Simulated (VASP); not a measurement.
**GaN: single point with PBE**

GaN:

```
CELL_PARAMETERS angstrom
0.00000 2.24895 2.24895
2.24895 0.00000 2.24895
2.24895 2.24895 0.00000
ATOMIC_POSITIONS crystal
Ga 0.00000 0.00000 0.00000
N 0.25000 0.25000 0.25000
```

```json
{
 "Program": "VASP 6.6.1",
 "Task": "single point",
 "Functional": "PBE",
 "Potentials or basis": "VASP PAW PBE potentials, release 64 (Ga_d, N)",
 "Cutoff": "520 eV",
 "k mesh": "10 × 10 × 10",
 "Occupations": "gaussian, width 0.01 eV",
 "Spin": "no spin polarisation"
}
```

```json
{"Pressure": "6.2 GPa", "Band gap on the k mesh": "1.76 eV"}
```

Levels at points of the mesh, in eV from the valence-band top:
| k point | band 7 | band 8 | band 9 | band 10 | band 11 | band 12 |
| --- | --- | --- | --- | --- | --- | --- |
| (0.00, 0.00, 0.00) | 0.00 | 0.00 | 0.00 | 1.76 | 10.34 | 10.34 |
| (0.50, 0.00, 0.00) | -7.08 | -0.98 | -0.98 | 4.68 | 8.76 | 10.40 |
| (0.50, 0.50, 0.00) | -6.15 | -2.72 | -2.72 | 3.35 | 6.70 | 11.75 |

Wall time 13 s on 1 thread of Intel(R) Xeon(R) Platinum 8259CL CPU @ 2.50GHz (Skylake/Cascade Lake), with other jobs on the host, peak memory 0.15 GiB.

Caveat: the cell stands under pressure; the structure was generated, so it needn't be the stable form of GaN.
